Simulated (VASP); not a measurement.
Wanted: the native input for a VASP 6.6.1 run.

| Item | Value |
| --- | --- |
| Task | single point |
| Functional | LDA |
| Potentials or basis | VASP PAW LDA potentials, release 64 (Zr_sv, Os) |
| Cutoff | 520 eV |
| k mesh | 13 × 13 × 13 |
| Occupations | fermi-dirac, width 0.03 eV |
| Spin | no spin polarisation |
| Dipole correction | no |
| Further INCAR settings | ALGO = Normal; EDIFF = 1e-06; NBANDS = 17 |

The structure of ZrOs lies in POSCAR:

```
ZrOs
1.0
    3.2411000113      0.0000000000      0.0000000000
    0.0000000000      3.2411000113      0.0000000000
    0.0000000000      0.0000000000      3.2411000113
Zr Os
1 1
Direct
    0.5000000000      0.5000000000      0.5000000000
    0.0000000000      0.0000000000      0.0000000000
```

The input as run:

INCAR

```
PREC     = Accurate       # precision mode
ENCUT    = 520            # plane-wave cutoff, eV
EDIFF    = 1E-6           # SCF threshold, eV
ISMEAR   = -1             # smearing method
SIGMA    = 0.03           # smearing width, eV
LREAL    = False          # projectors in reciprocal space
LASPH    = True           # aspherical terms in the spheres
NELM     = 100            # most SCF steps
ALGO     = Normal         # electronic algorithm
ISIF     = 2              # what is computed and relaxed
LWAVE    = False          # write WAVECAR
LCHARG   = False          # write CHGCAR
NBANDS   = 17             # bands
```

KPOINTS

```
regular mesh
0
Gamma
  13 13 13
```

Potentials or basis: VASP PAW LDA potentials, release 64 (Zr_sv, Os).

The run is started by

```console
$ cat potpaw_LDA.64/Zr_sv/POTCAR potpaw_LDA.64/Os/POTCAR > POTCAR
$ mpirun -np 1 vasp_std > vasp.out
```

Results of the run:

The pressure is -2.8 GPa and the band gap on the k mesh is zero (bands 10 and 11 overlap by 1.07 eV).

Caveat: spin-orbit coupling is left out, which moves the levels of the heavy elements.

Wall time 10 s on 1 thread of Intel(R) Xeon(R) 6975P-C (Granite Rapids), with other jobs on the host, peak memory 0.17 GiB.
